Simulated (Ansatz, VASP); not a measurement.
**One calculation of Ti, two programs**

```
Ti
1.0
     0.00000    2.03000    2.03000
     2.03000    0.00000    2.03000
     2.03000    2.03000    0.00000
Ti
1
Direct
  0.00000 0.00000 0.00000
```

Alike in both runs: task single point; functional PBEsol; k mesh 12 × 12 × 12; no spin polarisation.

```csv
,VASP,Ansatz
version,VASP 6.6.1,Ansatz 0.2.0
potentials or method,"VASP PAW PBE potentials, release 64 (Ti_sv)","plane waves, PAW"
plane-wave cutoff (eV),520,420
occupations,"gaussian, width 0.1 eV",gaussian
valence electrons in the cell,12,12
```

Ansatz gave:

```
gap on the k mesh at the Fermi level (eV) : none
pressure (GPa)                            : -0.3
```

Question: Estimate VASP's values.

Answer: gap on the k mesh at the Fermi level (eV): none; pressure (GPa): -0.6.

VASP's potentials were made for PBE, not for PBEsol. A gap of «none» marks a metal or a gap that the smearing closes.
